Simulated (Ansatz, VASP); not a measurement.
**Ta2N in VASP and in Ansatz**

```
Ta N
1.0
     5.23241    0.00000    0.00000
    -2.61620    4.53140    0.00000
     0.00000    0.00000    4.87680
Ta N
6 3
Direct
  0.66675 0.66675 0.75281
  0.00000 0.33325 0.75281
  0.33325 0.00000 0.75281
  0.33325 0.33325 0.24719
  0.00000 0.66675 0.24719
  0.66675 0.00000 0.24719
  0.66667 0.33333 0.50000
  0.33333 0.66667 0.50000
  0.00000 0.00000 0.00000
```

Alike in both runs: functional LDA; k mesh 6 × 6 × 4; occupations gaussian, width 0.1 eV; no spin polarisation.

Ansatz relaxed the structure, and its values are those at the end. VASP's run is a single point on that final structure, the one shown.

|  | VASP | Ansatz |
| --- | --- | --- |
| version | VASP 6.6.1 | Ansatz 0.2.0 |
| potentials or method | VASP PAW LDA potentials, release 64 (Ta_pv, N), cutoff 520 eV | scalar-relativistic, plane waves, PAW |
| valence electrons in the cell | 81 | 93 |

```csv
,VASP,Ansatz,Ansatz less VASP
gap on the k mesh at the Fermi level (eV),none,none,-
pressure (GPa),1.5,-0.1,-1.59
rms of the force components (eV/Å),0.013,0.010,-0.0028
```

Ansatz warns that its potentials were made for another functional, while VASP's fit it. LDA's correlation is that of Perdew and Zunger in VASP and of Perdew and Wang (1992) in Ansatz. A gap of «none» marks a metal or a gap that the smearing closes. VASP's potentials hold 81 valence electrons a cell and Ansatz's 93, so a difference there can come from the potentials and not from the codes.

Neither program's run includes spin-orbit coupling.
